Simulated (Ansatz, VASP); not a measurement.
## ZnO in VASP and in Ansatz

File INCAR:

```
SYSTEM = ZnO
  PREC = Accurate
  ENCUT = 520
  EDIFF = 1E-7
  ISMEAR = 0
  SIGMA = 0.05
  LREAL = .False.
  LASPH = .True.
  NELM = 100
  ALGO = Normal
  ISIF = 2
  LWAVE = .False.
  LCHARG = .False.
  GGA = CA
  NBANDS = 26
```

Contents of KPOINTS:

```
Automatic mesh
0
Gamma
  12 12 6
  0 0 0
```

Contents of POSCAR:

```
ZnO
1.0
    3.1457972038      0.0000000000      0.0000000000
   -1.5728986019      2.7243402936      0.0000000000
    0.0000000000      0.0000000000      5.2896579982
Zn O
2 2
Direct
    0.3333333333      0.6666666667      0.0018514197
    0.6666666667      0.3333333333      0.5018514197
    0.3333333333      0.6666666667      0.4028559245
    0.6666666667      0.3333333333      0.9028559245
```

Input for Ansatz:

```yaml
crystal:
  lattice:
    - [3.1457972038, 0.0, 0.0]
    - [-1.5728986019, 2.7243402936, 0.0]
    - [0.0, 0.0, 5.2896579982]
  atoms:
    - { symbol: Zn, position: [0.3333333333, 0.6666666667, 0.0018514197] }
    - { symbol: Zn, position: [0.6666666667, 0.3333333333, 0.5018514197] }
    - { symbol: O, position: [0.3333333333, 0.6666666667, 0.4028559245] }
    - { symbol: O, position: [0.6666666667, 0.3333333333, 0.9028559245] }
basis:
  ecutwfc: 520.0
kpoints:
  mp_grid: { grid: [12, 12, 6] }
hamiltonian:
  xc: lda
  pseudopotentials: { kind: paw, azcp: { folder: soft_1 } }
scf:
  occupations: { method: gaussian, width: 0.05 }
output:
  forces: true
  stress: true
  eigenvalues: true
```

Alike in both runs: task single point; functional LDA; k mesh 12 × 12 × 6; occupations gaussian, width 0.05 eV; no spin polarisation.

|  | VASP | Ansatz |
| --- | --- | --- |
| version | VASP 6.6.1 | Ansatz 0.2.0 |
| potentials or method | VASP PAW LDA potentials, release 64 (Zn, O), cutoff 520 eV | scalar-relativistic, plane waves, PAW |
| valence electrons in the cell | 36 | 36 |

```tsv
	VASP	Ansatz	Ansatz less VASP
gap on the k mesh at the Fermi level (eV)	0.77	0.76	-0.015
least direct gap on the mesh (eV)	0.77	0.76	-0.015
pressure (GPa)	4.4	2.9	-1.41
traceless stress, the component that is largest in VASP (GPa)	-12.14	-11.43	+0.705
rms of the force components (eV/Å)	0.458	0.432	-0.0265
```

Ansatz warns that its potentials were made for another functional, while VASP's fit it. LDA's correlation is that of Perdew and Zunger in VASP and of Perdew and Wang (1992) in Ansatz. Atom by atom the forces differ by 0.026 eV/Å (rms over components).
